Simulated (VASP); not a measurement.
Here is a VASP 6.6.1 calculation.

POSCAR

```
SnSe2
1.0
    3.8418991364      0.0000000000      0.0000000000
   -1.9209495682      3.3271822509      0.0000000000
    0.0000000000      0.0000000000      6.4858801000
Sn Se
1 2
Direct
    0.0000000000      0.0000000000      0.0000000000
    0.6666666700      0.3333333300      0.7570988600
    0.3333333300      0.6666666700      0.2429011400
```

The input INCAR.step1:

```
SYSTEM = SnSe2
ALGO = Normal ; EDIFF = 1E-4
ENCUT = 520 ; GGA = PE
ISMEAR = 0 ; LASPH = .True.
LCHARG = .False. ; LREAL = .False.
LWAVE = .True. ; NBANDS = 20
NELM = 80 ; PREC = Accurate
SIGMA = 0.1
```

File INCAR.step2:

```
SYSTEM = SnSe2
ALGO = Normal ; EDIFF = 1E-6
ENCUT = 520 ; ISIF = 2
ISMEAR = 0 ; ISTART = 1
LASPH = .True. ; LCHARG = .False.
LMIXTAU = .True. ; LREAL = .False.
LWAVE = .False. ; METAGGA = R2SCAN
NBANDS = 20 ; NELM = 80
PREC = Accurate ; SIGMA = 0.1
```

Contents of KPOINTS:

```
k-points
0
Gamma
  6 6 4
  0 0 0
```

Potentials or basis: VASP PAW PBE potentials, release 64 (Sn_d, Se).

The run is started by

```bash
$ cat potpaw_PBE.64/Sn_d/POTCAR potpaw_PBE.64/Se/POTCAR > POTCAR
$ cp INCAR.step1 INCAR
$ mpirun -np 1 vasp_std > vasp.out
$ cp INCAR.step2 INCAR
$ mpirun -np 1 vasp_std > vasp.out
```

Task: What does it give for the pressure?

Result: 0.0 GPa.

Task: What does it give for the largest force?

Result: 0.020 eV/Å.

Task: Predict the band gap on the k mesh.

Result: 1.04 eV (least direct gap 1.46 eV).

Forces in eV/Å, atoms in the order of the input:
```
Sn   0.000  0.000  0.000
Se   0.000  0.000  0.020
Se   0.000  0.000 -0.020
```

Caveat: the PAW data sets were made with another functional, which shifts forces and pressure a little; spin-orbit coupling is left out, which moves the levels of the heavy elements. A k mesh can miss the band edges.
